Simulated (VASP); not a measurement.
# TiAl (Pm-3m) in VASP: a series of runs

Runs on TiAl. Level: r2SCAN. Tasks: single point, relaxation of cell and atoms.

Everything below comes from runs of VASP 6.6.1. Logs are shortened: lines on timing, memory, paths and dates and some standing lists are left out, and cuts for length are marked.

## 1. The cell of the first run

Symmetry: Pm-3m, No. 221, cubic system. Conventional cell: a = 2.882 Å, b = 2.882 Å, c = 2.882 Å, α = 90.00°, β = 90.00°, γ = 90.00°. Ti (site symmetry m-3m) has 8 Al at 2.50 Å and 6 Ti at 2.88 Å within 3.3 Å. Within 3.3 Å of Al (site symmetry m-3m) lie 8 Ti at 2.50 Å and 6 Al at 2.88 Å.

## 2. Single point, r2SCAN

Input file POSCAR:

```
TiAl
1.0
    2.8815372955      0.0000000000      0.0000000000
    0.0000000000      2.8815372955      0.0000000000
    0.0000000000      0.0000000000      2.8815372955
Ti Al
1 1
Direct
    0.5000000000      0.5000000000      0.5000000000
    0.0000000000      0.0000000000      0.0000000000
```

Input file INCAR.step1:

```
SYSTEM = TiAl
PREC     = Accurate       ! precision mode
ENCUT    = 520            ! plane-wave cutoff, eV
ISMEAR   = -1             ! smearing method
SIGMA    = 0.1            ! smearing width, eV
LREAL    = .FALSE.        ! projectors in reciprocal space
LASPH    = .TRUE.         ! aspherical terms in the spheres
NELM     = 100            ! most SCF steps
NBANDS   = 14             ! bands
GGA      = PE             ! functional
ALGO     = Normal         ! electronic algorithm
EDIFF    = 1E-4           ! SCF threshold, eV
LWAVE    = .TRUE.         ! write WAVECAR
LCHARG   = .FALSE.        ! write CHGCAR
```

Input file INCAR.step2:

```
SYSTEM = TiAl
PREC     = Accurate       ! precision mode
ENCUT    = 520            ! plane-wave cutoff, eV
EDIFF    = 1E-6           ! SCF threshold, eV
ISMEAR   = -1             ! smearing method
SIGMA    = 0.1            ! smearing width, eV
LREAL    = .FALSE.        ! projectors in reciprocal space
LASPH    = .TRUE.         ! aspherical terms in the spheres
NELM     = 100            ! most SCF steps
ALGO     = Normal         ! electronic algorithm
ISIF     = 2              ! what is computed and relaxed
LWAVE    = .FALSE.        ! write WAVECAR
LCHARG   = .FALSE.        ! write CHGCAR
METAGGA  = R2SCAN         ! meta-GGA
LMIXTAU  = .TRUE.       
NBANDS   = 14             ! bands
ISTART   = 1
```

Input file KPOINTS:

```
Automatic mesh
0
G
  6 6 6
  0 0 0
```

Potentials or basis: VASP PAW PBE potentials, release 64 (Ti_sv, Al).

Launch:

```sh
$ cat potpaw_PBE.64/Ti_sv/POTCAR potpaw_PBE.64/Al/POTCAR > POTCAR
$ cp INCAR.step1 INCAR
$ mpirun -np 1 vasp_std > vasp.out
$ cp INCAR.step2 INCAR
$ mpirun -np 1 vasp_std > vasp.out
```

OUTCAR:

```text
SYSTEM = TiAl
   PREC = Accurate
   ENCUT = 520
   EDIFF = 1E-6
   ISMEAR = -1
   LREAL = .FALSE.
   LASPH = .TRUE.
   NELM = 100
   ISIF = 2
   METAGGA = R2SCAN
   ISTART = 1

 ion  position               nearest neighbor table
   1  0.500  0.500  0.500-   2 2.50   2 2.50   2 2.50   2 2.50   2 2.50   2 2.50   2 2.50   2 2.50

   2  0.000  0.000  0.000-   1 2.50   1 2.50   1 2.50   1 2.50   1 2.50   1 2.50   1 2.50   1 2.50

  LATTYP: Found a simple cubic cell.
 ALAT       =     2.8815372955

  Lattice vectors:

 A1 = (   2.8815372955,   0.0000000000,   0.0000000000)
 A2 = (   0.0000000000,   2.8815372955,   0.0000000000)
 A3 = (   0.0000000000,   0.0000000000,   2.8815372955)

Analysis of symmetry for initial positions (statically):
=====================================================================
 Subroutine PRICEL returns:
 Original cell was already a primitive cell.

 Routine SETGRP: Setting up the symmetry group for a
 simple cubic supercell.

 Subroutine GETGRP returns: Found 48 space group operations
 (whereof 48 operations were pure point group operations)
 out of a pool of 48 trial point group operations.

The static configuration has the point symmetry O_h .

Analysis of symmetry for dynamics (positions and initial velocities):
=====================================================================
 Subroutine PRICEL returns:
 Original cell was already a primitive cell.

 Routine SETGRP: Setting up the symmetry group for a
 simple cubic supercell.

 Subroutine GETGRP returns: Found 48 space group operations
 (whereof 48 operations were pure point group operations)
 out of a pool of 48 trial point group operations.

The dynamic configuration has the point symmetry O_h .

 Subroutine INISYM returns: Found 48 space group operations
 (whereof 48 operations are pure point group operations),
 and found     1 'primitive' translations

----------------------------------------------------------------------------------------

                                     Primitive cell

  volume of cell :      23.9261

  direct lattice vectors                    reciprocal lattice vectors
     2.881537295  0.000000000  0.000000000     0.347036980  0.000000000  0.000000000
     0.000000000  2.881537295  0.000000000     0.000000000  0.347036980  0.000000000
     0.000000000  0.000000000  2.881537295     0.000000000  0.000000000  0.347036980

  length of vectors
     2.881537295  2.881537295  2.881537295     0.347036980  0.347036980  0.347036980

  position of ions in fractional coordinates (direct lattice)
     0.500000000  0.500000000  0.500000000
     0.000000000  0.000000000  0.000000000

  ion indices of the primitive-cell ions
   primitive index   ion index
                 1           1
                 2           2

----------------------------------------------------------------------------------------

 KPOINTS: Automatic mesh

Automatic generation of k-mesh.
 Grid dimensions read from file:
 generate k-points for:    6    6    6

 Generating k-lattice:

  Cartesian coordinates                     Fractional coordinates (reciprocal lattice)
     0.057839497  0.000000000  0.000000000     0.166666667  0.000000000  0.000000000
     0.000000000  0.057839497  0.000000000     0.000000000  0.166666667  0.000000000
     0.000000000  0.000000000  0.057839497     0.000000000  0.000000000  0.166666667

  Length of vectors
     0.057839497  0.057839497  0.057839497

  Shift w.r.t. Gamma in fractional coordinates (k-lattice)
     0.000000000  0.000000000  0.000000000

 Subroutine IBZKPT returns following result:
 ===========================================

 Found     20 irreducible k-points:

 Following reciprocal coordinates:
            Coordinates               Weight
  0.000000  0.000000  0.000000      1.000000
  0.166667  0.000000  0.000000      6.000000
  0.333333  0.000000  0.000000      6.000000
  0.500000  0.000000  0.000000      3.000000
  0.166667  0.166667  0.000000     12.000000
  0.333333  0.166667  0.000000     24.000000
[... 12 lines left out ...]
  0.500000  0.500000  0.333333      6.000000
  0.500000  0.500000  0.500000      1.000000
   k-points           NKPTS =     20   k-points in BZ     NKDIM =     20   number of bands    NBANDS=     14
   number of dos      NEDOS =    301   number of ions     NIONS =      2
   total plane-waves  NPLWV =  13824
   dimension x,y,z NGX =    24 NGY =   24 NGZ =   24
   dimension x,y,z NGXF=    48 NGYF=   48 NGZF=   48
   ions per type =               1   1
   NGX,Y,Z   is equivalent  to a cutoff of  13.85, 13.85, 13.85 a.u.
   NGXF,Y,Z  is equivalent  to a cutoff of  27.69, 27.69, 27.69 a.u.
 SYSTEM =  TiAl
   PREC   = accura    normal or accurate (medium, high low for compatibility)
   ISTART =      1    job   : 0-new  1-cont  2-samecut
   ICHARG =      0    charge: 1-file 2-atom 10-const
   ISPIN  =      1    spin polarized calculation?
   LNONCOLLINEAR =      F non collinear calculations
   LSORBIT =      F    spin-orbit coupling
   LASPH  =      T    aspherical Exc in radial PAW
   ENCUT  =  520.0 eV  38.22 Ry    6.18 a.u.   5.36  5.36  5.36*2*pi/ulx,y,z
   NELM   =    100;   NELMIN=  2; NELMDL=  0     # of ELM steps
   EDIFF  = 0.1E-05   stopping-criterion for ELM
   LREAL  =      F    real-space projection
   EDIFFG = 0.1E-04   stopping-criterion for IOM
   NSW    =      0    number of steps for IOM
   IBRION =     -1    ionic relax: 0-MD 1-quasi-New 2-CG
   NFREE  =      0    steps in history (QN), initial steepest desc. (CG)
   ISIF   =      2    stress and relaxation
   ISYM   =      2    0-nonsym 1-usesym 2-fastsym
   POTIM  = 0.5000    time-step for ionic-motion
   TEBEG  =    0.0;   TEEND  =   0.0 temperature during run
   PSTRESS=    0.0 pullay stress
   NELECT =      15.0000    total number of electrons
   NUPDOWN=      -1.0000    fix difference up-down
   EMIN   =  10.00;   EMAX   =-10.00  energy-range for DOS
   EFERMI =   0.00;   METHOD = LEGACY
   ISMEAR =    -1;   SIGMA  =   0.10  broadening in eV -4-tet -1-fermi 0-gaus
   EFERMI_NEDOS =   21; number of points for ismear=-14 and -15
   IALGO  =     38    algorithm
   IMIX   =      4    mixing-type and parameters
     AMIX     =   0.40;   BMIX     =  1.00
     AMIX_MAG =   1.60;   BMIX_MAG =  1.00
  volume/ion in A,a.u.               =      11.96        80.73
  Fermi-wavevector in a.u.,A,eV,Ry     =   1.401138  2.647767 26.710802  1.963189
  Thomas-Fermi vector in A             =   2.524029
   LORBIT       =      0    0 simple, 1 ext, 2 COOP (PROOUT), +10 PAW based schemes
   METAGGA = R2SCAN    functional components
   LHFCALC =     F    Hartree Fock is set to
   AEXX    =    0.0000 exact exchange contribution
   IVDW    =     0    specifies the selected vdW correction
   LEPSILON=     F    determine dielectric tensor
   LRPA    =     F    only Hartree local field effects (RPA)
 non-spin polarized calculation
  energy-cutoff  :      520.00
  volume of cell :       23.93
 maximum number of plane-waves:       659
 NGX is ok and might be reduce to    24
   NGX = 11   NGY = 11   NGZ = 11

 number of electron      15.0000006 magnetization

 Free energy of the ion-electron system (eV)
  ---------------------------------------------------
  ext. energy  EPLUGINS =         0.00000000
  ---------------------------------------------------
  free energy    TOTEN  =       -19.14448361 eV

  energy without entropy =      -19.10081884  energy(sigma->0) =      -19.12265123

 E-fermi :  12.2795     XC(G=0): -13.3416

 val. band max:       12.1789477211   @ k =   0.3333   0.3333   0.1667
 cond. band min:      12.3666081800   @ k =   0.3333   0.1667   0.1667
 fundamental gap:      0.1876604589
 Fermi energy:        12.2794571593

 k-point     1 :       0.0000    0.0000    0.0000
  band No.  band energies     occupation
      1     -46.3164      2.00000
      2     -21.4136      2.00000
      3     -21.4136      2.00000
      4     -21.4136      2.00000
      5       1.1911      2.00000
      6       9.7750      2.00000
      7       9.7750      2.00000
      8      15.1441      0.00000
      9      15.1441      0.00000
     10      15.1441      0.00000
     11      18.7765      0.00000
     12      18.7765      0.00000
     13      18.7765      0.00000
     14      23.3203      0.00000

 k-point     2 :       0.1667    0.0000    0.0000
  band No.  band energies     occupation
      1     -46.3019      2.00000
      2     -21.5488      2.00000
      3     -21.4021      2.00000
      4     -21.4021      2.00000
      5       1.7858      2.00000
      6       9.6072      2.00000
      7      10.0705      2.00000
      8      14.2587      0.00000
      9      14.2587      0.00000
     10      15.2272      0.00000
     11      17.2858      0.00000
     12      19.9943      0.00000
     13      19.9943      0.00000
     14      22.2430      0.00000

 k-point     3 :       0.3333    0.0000    0.0000
  band No.  band energies     occupation
      1     -46.2725      2.00000
      2     -21.8118      2.00000
      3     -21.3789      2.00000
      4     -21.3789      2.00000
      5       3.4278      2.00000
      6       8.2411      2.00000
      7      10.7757      2.00000
      8      13.1160      0.00047
      9      13.1160      0.00047
     10      15.3996      0.00000
     11      16.6099      0.00000
     12      20.2109      0.00000
     13      22.2155      0.00000
     14      22.2155      0.00000
[... 256 lines left out ...]
 k-point    19 :       0.5000    0.5000    0.3333
  band No.  band energies     occupation
      1     -46.1629      2.00000
      2     -21.7965      2.00000
      3     -21.7965      2.00000
      4     -21.6662      2.00000
      5       7.3894      2.00000
      6       8.3849      2.00000
      7       8.3849      2.00000
      8      13.5070      0.00001
      9      15.5788      0.00000
     10      15.5788      0.00000
     11      16.5417      0.00000
     12      16.6992      0.00000
     13      18.6022      0.00000
     14      21.8702      0.00000

 k-point    20 :       0.5000    0.5000    0.5000
  band No.  band energies     occupation
      1     -46.1494      2.00000
      2     -21.7785      2.00000
      3     -21.7785      2.00000
      4     -21.7785      2.00000
      5       7.9923      2.00000
      6       7.9923      2.00000
      7       7.9923      2.00000
      8      15.3714      0.00000
      9      16.3522      0.00000
     10      16.3522      0.00000
     11      16.3522      0.00000
     12      16.5688      0.00000
     13      16.5688      0.00000
     14      21.8304      0.00000

------------------------ aborting loop because EDIFF is reached ----------------------------------------

  FORCE on cell =-STRESS in cart. coord.  units (eV):
  Direction    XX          YY          ZZ          XY          YZ          ZX
  --------------------------------------------------------------------------------------
  -------------------------------------------------------------------------------------
  Total        9.0046161      9.0046161      9.0046161      0.0000000     -0.0000000      0.0000000
  in kB      602.9801949    602.9801949    602.9801949      0.0000000     -0.0000000      0.0000000
  external PRESSURE =     602.9801949 kB  Pullay stress =       0.0000000 kB

 VOLUME and BASIS-vectors are now :
 -----------------------------------------------------------------------------
  energy-cutoff  :      520.00
  volume of cell :       23.93
      direct lattice vectors                 reciprocal lattice vectors
     2.881537295  0.000000000  0.000000000     0.347036980  0.000000000  0.000000000
     0.000000000  2.881537295  0.000000000     0.000000000  0.347036980  0.000000000
     0.000000000  0.000000000  2.881537295     0.000000000  0.000000000  0.347036980

 POSITION                                       TOTAL-FORCE (eV/Angst)
 -----------------------------------------------------------------------------------
      1.44077      1.44077      1.44077         0.000000      0.000000      0.000000
      0.00000      0.00000      0.00000         0.000000      0.000000      0.000000
 -----------------------------------------------------------------------------------
    total drift:                                0.000000     -0.000000     -0.000000

  FREE ENERGIE OF THE ION-ELECTRON SYSTEM (eV)
  ---------------------------------------------------
  free  energy   TOTEN  =       -19.1444836147 eV

  energy  without entropy=      -19.1008188377  energy(sigma->0) =      -19.12265123
```

It took 13 s on 1 thread of Intel Xeon 6975P-C (Granite Rapids), shared host; peak memory 0.14 GiB.

What came out:

| Property | Result |
| --- | --- |
| Free energy | -19.1445 eV |
| Pressure | 60.3 GPa |

Levels at points of the mesh, in eV from the Fermi level:
| k point | band 3 | band 4 | band 5 | band 6 | band 7 | band 8 | band 9 | band 10 | band 11 | band 12 |
| --- | --- | --- | --- | --- | --- | --- | --- | --- | --- | --- |
| (0.00, 0.00, 0.00) | -33.69 | -33.69 | -11.09 | -2.50 | -2.50 | 2.86 | 2.86 | 2.86 | 6.50 | 6.50 |
| (0.50, 0.00, 0.00) | -33.65 | -33.65 | -6.60 | -6.40 | -1.06 | 0.40 | 0.40 | 3.21 | 4.67 | 6.92 |
| (0.50, 0.50, 0.00) | -34.13 | -33.60 | -6.16 | -2.21 | -2.21 | -2.02 | 1.04 | 1.04 | 4.18 | 7.26 |
| (0.50, 0.50, 0.50) | -34.06 | -34.06 | -4.29 | -4.29 | -4.29 | 3.09 | 4.07 | 4.07 | 4.07 | 4.29 |

Caveat: the k points lie up to 0.36 Å⁻¹ apart; the PAW data sets were made with another functional, which shifts forces and pressure a little.

[end of part 1 of 4]
